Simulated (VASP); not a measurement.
**Ti: single point with PBEsol**

Ti, a slab with vacuum:

```xyz
12
Lattice="5.9000 0.0000 0.0000 2.9500 5.1095 0.0000 0.0000 0.0000 15.6846" Properties=species:S:1:pos:R:3 pbc="T T T"
Ti    0.0000    0.0000    1.0000
Ti    2.9500    0.0000    1.0000
Ti    1.4750    2.5548    1.0000
Ti    4.4250    2.5548    1.0000
Ti    0.4100    1.6323    3.3128
Ti    3.2258    1.7487    3.2527
Ti    1.7485    4.2327    3.1975
Ti    4.8435    3.9191    3.5068
Ti    0.3084   -0.3346    5.5368
Ti    3.3250   -0.1042    5.6127
Ti    1.9295    2.5434    5.4399
Ti    4.6155    2.1243    5.6606
```

| Quantity | Value |
| --- | --- |
| Program | VASP 6.6.1 |
| Task | single point |
| Functional | PBEsol |
| Potentials or basis | VASP PAW PBE potentials, release 64 (Ti_sv) |
| Cutoff | 520 eV |
| k mesh | 2 × 2 × 1 |
| Occupations | fermi-dirac, width 0.1 eV |
| Spin | no spin polarisation |

The largest force is 1.212 eV/Å. The band gap on the k mesh is zero (bands 72 and 73 overlap by 0.59 eV).

Forces on the atoms (eV/Å):
```
Ti   0.419  0.007  0.346
Ti  -0.062  0.025  0.640
Ti   0.030  0.006  0.112
Ti   0.359 -0.070  0.618
Ti  -0.292 -0.616  0.116
Ti   0.099 -0.847 -0.236
Ti  -0.074  0.195  0.204
Ti  -0.346  1.014 -0.567
Ti   0.029  0.434 -0.292
Ti  -0.164 -0.029 -0.674
Ti  -0.640 -0.478 -0.037
Ti   0.641  0.360 -0.231
```

Levels at points of the mesh, in eV from the Fermi level:
```tsv
k point	band 70	band 71	band 72	band 73	band 74	band 75
(0.00, 0.00, 0.00)	0.01	0.16	0.48	0.64	0.71	0.72
(0.50, 0.00, 0.00)	-0.29	-0.15	-0.11	0.02	0.02	0.09
(0.50, 0.50, 0.00)	-0.20	-0.16	-0.12	-0.11	-0.04	0.05
(0.00, 0.50, 0.00)	-0.22	-0.10	-0.06	-0.05	0.03	0.12
```

It took 6.2 min on 1 thread of Intel(R) Xeon(R) Platinum 8559C (Emerald Rapids), with other jobs on the host, peak memory 0.63 GiB.

Caveat: the k points lie up to 0.61 Å⁻¹ apart, too coarse for converged energies and pressures of a metal; there is no dipole correction, which matters where the two faces differ; the PAW data sets were made with another functional, which shifts forces and pressure a little.
